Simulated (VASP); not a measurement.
# LiMg12 (a cell with a defect) in VASP: single point with PBE+D3(BJ)

Aim: the single point of LiMg12 (a cell with a defect) with PBE+D3(BJ).

All numbers are computed with VASP 6.6.1; they aren't measurements. Logs are shortened: lines on timing, memory, paths and dates and some standing lists are left out, and cuts for length are marked.

### Step 1. The cell of the first run

The cell holds a defect, 13 atoms: a = 6.420 Å, b = 9.630 Å, c = 5.213 Å, α = 90.00°, β = 90.00°, γ = 120.00°.

### Step 2. Single point, PBE+D3(BJ)

The input, INCAR:

```
  ALGO = Normal
  EDIFF = 1E-6
  ENCUT = 520
  GGA = PE
  ISIF = 2
  ISMEAR = -1
  IVDW = 12
  LASPH = True
  LCHARG = False
  LREAL = False
  LWAVE = False
  NBANDS = 26
  NELM = 80
  PREC = Accurate
  SIGMA = 0.05
```

The input, KPOINTS:

```
k-points
0
Gamma
  3 2 3
```

The input, POSCAR:

```
LiMg12
1.0
    6.4200000000      0.0000000000      0.0000000000
   -4.8150000000      8.3398250000      0.0000000000
    0.0000000000      0.0000000000      5.2130400000
Mg Li
12 1
Direct
   -0.0273601551      0.0119956244      0.0008059744
    0.1410993767      0.2113799190      0.4810309832
    0.0112940228      0.3366920812     -0.0190495570
    0.1569385823      0.5794789447      0.4248984110
   -0.0357607542      0.6318585798     -0.1144238464
    0.2477221632      0.9511725210      0.6160265954
    0.4746960585     -0.0170190263      0.0893583964
    0.6978213674      0.2506172682      0.4998313677
    0.4800856008      0.3107082866     -0.0105078483
    0.5822680944      0.5205738350      0.4863796058
    0.5002506742      0.6654871072     -0.0155074015
    0.6655055960      0.8860079968      0.5268692224
    0.9477165729      0.7773547624      0.2898860970
```

Potentials or basis: VASP PAW PBE potentials, release 64 (Mg, Li_sv).

On the command line:

```sh
> cat potpaw_PBE.64/Mg/POTCAR potpaw_PBE.64/Li_sv/POTCAR > POTCAR
> mpirun -np 1 vasp_std > vasp.out
```

OUTCAR:

```text
EDIFF = 1E-6
   ENCUT = 520
   GGA = PE
   ISIF = 2
   ISMEAR = -1
   IVDW = 12
   LASPH = True
   LREAL = False
   NELM = 80
   PREC = Accurate
 IVDW          = 12

 ion  position               nearest neighbor table
   1  0.973  0.012  0.001-  13 2.65   6 2.92   2 3.01  12 3.01   3 3.01   9 3.09   7 3.10   2 3.18
                            11 3.20  12 3.24   7 3.40
   2  0.141  0.211  0.481-  10 2.91   6 2.99   1 3.01   8 3.05  12 3.10   3 3.15   3 3.15   1 3.18
                             9 3.18   9 3.26   8 3.40   4 3.51
   3  0.011  0.337  0.981-   1 3.01   5 3.05   8 3.06   4 3.08   9 3.14  11 3.15   2 3.15   2 3.15
                             8 3.22   9 3.29   7 3.47   4 3.54
   4  0.157  0.579  0.425-   5 2.86  13 2.91  11 3.00  10 3.07   3 3.08   8 3.09  12 3.17   5 3.21
                            10 3.46   6 3.47  11 3.50   2 3.51   3 3.54
   5  0.964  0.632  0.886-  13 2.56   4 2.86  10 2.98   6 3.02   3 3.05   9 3.15  11 3.20   4 3.21
                            11 3.33   7 3.50
   6  0.248  0.951  0.616-  13 2.49   7 2.80   1 2.92   8 2.95   2 2.99   5 3.02   7 3.05  12 3.08
                             4 3.47  12 3.50   9 3.58
   7  0.475  0.983  0.089-   6 2.80  12 2.95   6 3.05   8 3.10   1 3.10  13 3.12   9 3.18  11 3.19
                             1 3.40   3 3.47  12 3.48   5 3.50
   8  0.698  0.251  0.500-   6 2.95  10 3.04   2 3.05   3 3.06   4 3.09   7 3.10   9 3.10   9 3.19
                             3 3.22   2 3.40  12 3.42
   9  0.480  0.311  0.989-   1 3.09   8 3.10   3 3.14  10 3.15   5 3.15  10 3.17   7 3.18   2 3.18
                             8 3.19   2 3.26   3 3.29  11 3.35   6 3.58
  10  0.582  0.521  0.486-  13 2.62   2 2.91   5 2.98   8 3.04   4 3.07  11 3.11  11 3.13   9 3.15
                             9 3.17  12 3.29   4 3.46
  11  0.500  0.665  0.984-  13 2.98   4 3.00  12 3.01  10 3.11  10 3.13   3 3.15   7 3.19   5 3.20
                             1 3.20   5 3.33   9 3.35  12 3.37   4 3.50
  12  0.666  0.886  0.527-  13 2.79   7 2.95   1 3.01  11 3.01   6 3.08   2 3.10   4 3.17   1 3.24
                            10 3.29  11 3.37   8 3.42   7 3.48   6 3.50
  13  0.948  0.777  0.290-   6 2.49   5 2.56  10 2.62   1 2.65  12 2.79   4 2.91  11 2.98   7 3.12

  LATTYP: Found a simple monoclinic cell.
 ALAT       =     6.4200000000
 B/A-ratio  =     0.8120000000
 C/A-ratio  =     1.3228757108
 COS(beta)  =    -0.1889822286

  Lattice vectors:

 A1 = (   6.4200000000,   0.0000000000,   0.0000000000)
 A2 = (   0.0000000000,   0.0000000000,   5.2130400000)
 A3 = (  -1.6050000000,  -8.3398250000,   0.0000000000)

Analysis of symmetry for initial positions (statically):
=====================================================================
 Subroutine PRICEL returns:
 Original cell was already a primitive cell.

 Routine SETGRP: Setting up the symmetry group for a
 simple monoclinic supercell.

 Subroutine GETGRP returns: Found  1 space group operations
[... 163 lines left out ...]
     AMIX_MAG =   1.60;   BMIX_MAG =  1.00
  volume/ion in A,a.u.               =      21.47       144.89
  Fermi-wavevector in a.u.,A,eV,Ry     =   0.751511  1.420149  7.684136  0.564768
  Thomas-Fermi vector in A             =   1.848508
   LORBIT       =      0    0 simple, 1 ext, 2 COOP (PROOUT), +10 PAW based schemes
   GGA     = PE    functional components
   LHFCALC =     F    Hartree Fock is set to
   AEXX    =    0.0000 exact exchange contribution
   IVDW    =    12    specifies the selected vdW correction
   LEPSILON=     F    determine dielectric tensor
   LRPA    =     F    only Hartree local field effects (RPA)
 non-spin polarized calculation
  energy-cutoff  :      520.00
  volume of cell :      279.11
 maximum number of plane-waves:      7549
   NGX = 23   NGY = 35   NGZ = 19

 number of electron      27.0000008 magnetization

 Free energy of the ion-electron system (eV)
  ---------------------------------------------------
  ext. energy  EPLUGINS =         0.00000000
  ---------------------------------------------------
  free energy    TOTEN  =       -18.28656886 eV

  energy without entropy =      -18.22486023  energy(sigma->0) =      -18.25571455

 E-fermi :   2.7315     XC(G=0):  -8.5753

 val. band max:        2.7248003591   @ k =   0.3333   0.0000   0.0000
 cond. band min:       2.7945213279   @ k =   0.0000   0.0000   0.3333
 fundamental gap:      0.0697209687
 Fermi energy:         2.7315385352

 k-point     1 :       0.0000    0.0000    0.0000
  band No.  band energies     occupation
      1     -43.6585      2.00000
      2      -4.1902      2.00000
      3      -2.1774      2.00000
      4      -1.9668      2.00000
      5      -0.6182      2.00000
      6      -0.4250      2.00000
[... 269 lines left out ...]
     24       6.4136      0.00000
     25       6.5492      0.00000
 [bands above 25 left out]

------------------------ aborting loop because EDIFF is reached ----------------------------------------

 Edisp (eV)   -3.77975

 E8    (eV) :    -1.6540

  FORCE on cell =-STRESS in cart. coord.  units (eV):
  Direction    XX          YY          ZZ          XY          YZ          ZX
  --------------------------------------------------------------------------------------
  -------------------------------------------------------------------------------------
  Total      -0.82015     0.99414     2.26518     0.47268     1.53048     0.20471
  in kB      -4.70781     5.70656    13.00263     2.71330     8.78525     1.17510
  external pressure =        4.67 kB  Pullay stress =        0.00 kB

 VOLUME and BASIS-vectors are now :
 -----------------------------------------------------------------------------
  energy-cutoff  :      520.00
  volume of cell :      279.11
      direct lattice vectors                 reciprocal lattice vectors
     6.420000000  0.000000000  0.000000000     0.155763240  0.089929945  0.000000000
    -4.815000000  8.339825000  0.000000000     0.000000000  0.119906593  0.000000000
     0.000000000  0.000000000  5.213040000     0.000000000  0.000000000  0.191826650

 POSITION                                       TOTAL-FORCE (eV/Angst)
 -----------------------------------------------------------------------------------
      6.18659      0.10004      0.00420        -0.017968      0.001953      0.004430
     -0.11194      1.76287      2.50763        -0.008147      0.004708     -0.007804
     -1.54866      2.80795      5.11373        -0.014889     -0.005799     -0.003448
     -1.78265      4.83275      2.21501         0.007773     -0.007307      0.016160
      3.14802      5.26959      4.61654         0.021476      0.006524      0.010521
     -2.98952      7.93261      3.21137         0.049723      0.008196      0.006603
     -1.68550      8.19789      0.46583        -0.001431      0.014314     -0.005210
      3.27329      2.09010      2.60564         0.003769     -0.020096     -0.009569
      1.58609      2.59125      5.15826         0.006485      0.004742      0.004642
      1.23160      4.34149      2.53552        -0.013783     -0.019373     -0.030892
      0.00729      5.55005      5.13220        -0.021479     -0.003800     -0.007240
      0.00642      7.38915      2.74659        -0.025446      0.021116      0.007441
      2.34138      6.48300      1.51119         0.013916     -0.005178      0.014365
 -----------------------------------------------------------------------------------
    total drift:                               -0.000144      0.000161     -0.000077

  FREE ENERGIE OF THE ION-ELECTRON SYSTEM (eV)
  ---------------------------------------------------
  free  energy   TOTEN  =       -22.0663214451 eV

  energy  without entropy=      -22.0046128130  energy(sigma->0) =      -22.03546713
```

stdout:

```text
POSCAR found type information on POSCAR MgLi
 POSCAR found :  2 types and      13 ions
 scaLAPACK will be used
 LDA part: xc-table for (Slater+PW92), standard interpolation
 -----------------------------------------------------------------------------
|                                                                             |
|           W    W    AA    RRRRR   N    N  II  N    N   GGGG   !!!           |
|           W    W   A  A   R    R  NN   N  II  NN   N  G    G  !!!           |
|           W    W  A    A  R    R  N N  N  II  N N  N  G       !!!           |
|           W WW W  AAAAAA  RRRRR   N  N N  II  N  N N  G  GGG   !            |
|           WW  WW  A    A  R   R   N   NN  II  N   NN  G    G                |
|           W    W  A    A  R    R  N    N  II  N    N   GGGG   !!!           |
|                                                                             |
|     Your reciprocal lattice and k-lattice belong to different lattice       |
|     classes:                                                                |
|                                                                             |
|        The reciprocal lattice is simple monoclinic,                         |
|        whereas your k-lattice is hexagonal.                                 |
|                                                                             |
|     Results are often still useful ...                                      |
|                                                                             |
 -----------------------------------------------------------------------------

 POSCAR, INCAR and KPOINTS ok, starting setup
 FFT: planning ... GRIDC
 FFT: planning ... GRID_SOFT
 FFT: planning ... GRID
 WAVECAR not read
 entering main loop
```

Wall time 62 s (1 thread of Intel Xeon Platinum 8488C (Sapphire Rapids), shared host); peak memory 0.37 GiB.

What came out:

```yaml
Free_energy: -22.0663 eV
Largest_force: 0.051 eV/Å
Dispersion_energy_per_atom: -0.291 eV
```

Forces on the atoms (eV/Å):
```
Mg  -0.018  0.002  0.004
Mg  -0.008  0.005 -0.008
Mg  -0.015 -0.006 -0.003
Mg   0.008 -0.007  0.016
Mg   0.021  0.007  0.011
Mg   0.050  0.008  0.007
Mg  -0.001  0.014 -0.005
Mg   0.004 -0.020 -0.010
Mg   0.006  0.005  0.005
Mg  -0.014 -0.019 -0.031
Mg  -0.021 -0.004 -0.007
Mg  -0.025  0.021  0.007
Li   0.014 -0.005  0.014
```

Levels at points of the mesh, in eV from the Fermi level:
| k point | band 10 | band 11 | band 12 | band 13 | band 14 | band 15 | band 16 | band 17 | band 18 | band 19 |
| --- | --- | --- | --- | --- | --- | --- | --- | --- | --- | --- |
| (0.00, 0.00, 0.00) | -1.49 | -0.40 | -0.16 | 0.16 | 0.25 | 0.41 | 0.59 | 1.31 | 1.53 | 1.74 |
| (0.00, 0.50, 0.00) | -1.34 | -1.11 | -1.01 | -0.80 | -0.41 | -0.03 | 1.55 | 1.81 | 1.87 | 1.98 |

Caveat: the k points lie up to 0.40 Å⁻¹ apart; the cutoff is under 1.25 times the usual one of these potentials, so pressure, stress and relaxed cells hold a basis-set (Pulay) error.
